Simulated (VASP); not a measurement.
Set up this calculation in VASP 6.6.1, as the native input.

| Property | Result |
| --- | --- |
| Task | single point |
| Functional | PBE |
| Potentials or basis | VASP PAW PBE potentials, release 64 (Mo_sv, Cl) |
| Cutoff | 520 eV |
| k mesh | 6 × 6 × 4 |
| Occupations | gaussian, width 0.1 eV |
| Spin | collinear spin |
| Starting moments | [1.0, 1.0, 0.0, 0.0, 0.0] μB |
| Dipole correction | no |
| Further INCAR settings | ALGO = Normal; EDIFF = 1e-06; NBANDS = 36 |

The structure of Mo2Cl3 lies in POSCAR:

```
Mo2Cl3
1.0
    4.2682000139      0.0000000000      0.0000000000
   -2.1341000070      3.6963696405      0.0000000000
    0.0000000000      0.0000000000      6.6406259100
Mo Cl
2 3
Direct
    0.3333333333      0.6666666667      0.2450000000
    0.6666666667      0.3333333333      0.7550000000
    0.0000000000      0.0000000000      0.0000000000
    0.3333333333      0.6666666667      0.6450000000
    0.6666666667      0.3333333333      0.3550000000
```

The input as run:

INCAR

```
SYSTEM = Mo2Cl3
PREC     = Accurate       ! precision mode
ENCUT    = 520            ! plane-wave cutoff, eV
EDIFF    = 1E-6           ! SCF threshold, eV
ISMEAR   = 0              ! smearing method
SIGMA    = 0.1            ! smearing width, eV
LREAL    = .FALSE.        ! projectors in reciprocal space
LASPH    = .TRUE.         ! aspherical terms in the spheres
NELM     = 150            ! most SCF steps
ALGO     = Normal         ! electronic algorithm
ISIF     = 2              ! what is computed and relaxed
LWAVE    = .FALSE.        ! write WAVECAR
LCHARG   = .TRUE.         ! write CHGCAR
ISPIN    = 2              ! spin polarisation
MAGMOM   = 1 1 0 0 0      ! initial moments
LORBIT   = 11             ! projections on sites
LMAXMIX  = 4              ! l up to which the mixer works
GGA      = PE             ! functional
LELF     = .TRUE.         ! ELF
LVHAR    = .TRUE.       
NBANDS   = 36             ! bands
```

KPOINTS

```
regular mesh
0
G
  6 6 4
  0 0 0
```

Potentials or basis: VASP PAW PBE potentials, release 64 (Mo_sv, Cl).

Launch:

```bash
$ cat potpaw_PBE.64/Mo_sv/POTCAR potpaw_PBE.64/Cl/POTCAR > POTCAR
$ mpirun -np 1 vasp_std > vasp.out
```

Results of the run:

* Pressure: 7.1 GPa
* Largest force: 1.098 eV/Å
* Net moment: 8.79 μB per cell
* Site moments: Mo +3.51; Cl +0.06 μB
* Valence electrons inside the program's atomic spheres: Mo 12.16; Cl 5.07, 5.14 (each value once)

Caveat: the cell stands under pressure; forces of over 1 eV/Å act on the atoms, so gaps and moduli don't describe the material at rest.

Wall time 110 s on 1 thread of AMD EPYC 9R45 96-Core Processor (Zen 5), on a shared host, peak memory 0.3 GiB.
